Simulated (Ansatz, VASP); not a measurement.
Pb in VASP and in Ansatz

```
CELL_PARAMETERS angstrom
0.00000 2.46734 2.46734
2.46734 0.00000 2.46734
2.46734 2.46734 0.00000
ATOMIC_POSITIONS crystal
Pb 0.00000 0.00000 0.00000
```

Alike in both runs: task single point; functional PBEsol; k mesh 15 × 15 × 15; occupations fermi-dirac, width 0.1 eV; no spin polarisation.

```csv
,VASP,Ansatz
version,VASP 6.6.1,Ansatz 0.2.0
potentials or method,"VASP PAW PBE potentials, release 64 (Pb_d), cutoff 520 eV","all-electron LAPW, scalar-relativistic"
```

Ansatz gave:

| Property | Result |
| --- | --- |
| pressure (GPa) | 0.0 |

Problem. Estimate VASP's values.

Solution. Pressure (GPa): -0.1.

VASP's potentials were made for PBE, not for PBEsol. Ansatz ran all-electron here, and VASP with PAW potentials.

Neither program's run includes spin-orbit coupling.
